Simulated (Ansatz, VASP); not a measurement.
# Two plane-wave programs on BaTiO3

```
Ba Ti O
1.0
     3.95314    0.00000    0.00000
     0.00000    3.95314    0.00000
     0.00000    0.00000    3.95314
Ba Ti O
1 1 3
Direct
  0.50000 0.50000 0.50000
  0.00000 0.00000 0.00000
  0.50000 0.00000 0.00000
  0.00000 0.50000 0.00000
  0.00000 0.00000 0.50000
```

Change from the starting cell: volume scaled by 0.96, PAW files.

Alike in both runs: task electric field gradients; functional PBE; k mesh 8 × 8 × 8; occupations fermi-dirac, width 0.05 eV; no spin polarisation.

|  | VASP | Ansatz |
| --- | --- | --- |
| version | VASP 6.6.1 | Ansatz 0.2.0 |
| potentials or method | VASP PAW PBE potentials, release 64 (Ba_sv, Ti_sv, O_h) | PAW with Ansatz's default frozen-core files, scalar-relativistic |
| plane-wave cutoff (eV) | 910 | 420 |
| valence electrons in the cell | 40 | 40 |

|  | VASP | Ansatz | Ansatz less VASP |
| --- | --- | --- | --- |
| gap on the k mesh at the Fermi level (eV) | 1.82 | 1.89 | +0.068 |
| size of Vzz on the site where it differs most (V/Å²) | 21.6 | 22.4 | +0.78 |

The functional is the same, so the differences come from potentials, cutoffs and numerics.

Neither program's run includes spin-orbit coupling. Noted on VASP's run: the cutoff is short for stress, so the pressure is rough.
